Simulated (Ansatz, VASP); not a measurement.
**One calculation of SiNi, two programs**

```xyz
4
Lattice="2.9230 0.0000 0.0000 0.0000 3.2583 0.0000 0.0000 0.0000 4.6461" Properties=species:S:1:pos:R:3 pbc="T T T"
Ni    1.4615    1.6292    1.5913
Ni    0.0000    0.0000    3.0548
Si    1.4615    1.6292    3.9173
Si    0.0000    0.0000    0.7288
```

Alike in both runs: task single point; functional RPBE; k mesh 9 × 8 × 6; occupations fermi-dirac, width 0.05 eV; collinear spin.

|  | VASP | Ansatz |
| --- | --- | --- |
| version | VASP 6.6.1 | Ansatz 0.2.0 |
| potentials or method | VASP PAW PBE potentials, release 64 (Ni, Si) | Ansatz PAW |
| plane-wave cutoff (eV) | 520 | 420 |
| valence electrons in the cell | 28 | 44 |

Ansatz gave:

- gap on the k mesh at the Fermi level (eV): none
- pressure (GPa): 15.2
- traceless stress, the component that is largest in VASP (GPa): 1.23
- rms of the force components (eV/Å): 0.085
- net moment per atom (μB): 0.00

Task: Which values does VASP return?

Result: gap on the k mesh at the Fermi level (eV): none; pressure (GPa): 15.0; traceless stress, the component that is largest in VASP (GPa): 1.38; rms of the force components (eV/Å): 0.089; net moment per atom (μB): 0.00.

VASP's potentials were made for PBE, not for RPBE. Atom by atom the forces differ by 0.005 eV/Å (rms over components). A gap of «none» marks a metal or a gap that the smearing closes. The functional is the same, so the differences come from potentials, cutoffs and numerics. VASP's potentials hold 28 valence electrons a cell and Ansatz's 44, so a difference there can come from the potentials and not from the codes.
